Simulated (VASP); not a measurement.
Crystal: Ca.

```
Ca
1.0
     0.00000    2.79420    2.79420
     2.79420    0.00000    2.79420
     2.79420    2.79420    0.00000
Ca
1
Direct
  0.00000 0.00000 0.00000
```

```yaml
Program: VASP 6.6.1
Task: relaxation of cell and atoms
Functional: PBEsol
Potentials_or_basis: VASP PAW PBE potentials, release 64 (Ca_sv)
Cutoff: 600 eV
k_mesh: 14 × 14 × 14
Occupations: gaussian, width 0.1 eV
Spin: no spin polarisation
```

At the start: pressure -1.1 GPa; volume 43.63 Å³/atom.

Task: How do energy, volume and symmetry change on relaxing?

Result: Over 4 steps the energy falls by 11.1 meV/atom and the volume is 40.64 Å³/atom (-6.8 %); space group Fm-3m (No. 225, to 0.05 Å).

The path:
```csv
step,energy change (eV),largest force (eV/Å),pressure (GPa),volume (Å³)
1,0.0000,0.0000,-1.13,43.63
2,-0.0096,0.0000,-0.45,41.72
3,-0.0111,0.0000,-0.02,40.70
4,-0.0111,0.0000,0.01,40.64
```

Final structure:
```
Ca
1.0
     0.00000    2.72888    2.72888
     2.72888    0.00000    2.72888
     2.72888    2.72888    0.00000
Ca
1
Direct
  0.00000 0.00000 0.00000
```

Caveat: the PAW data sets were made with another functional, which shifts forces and pressure a little.
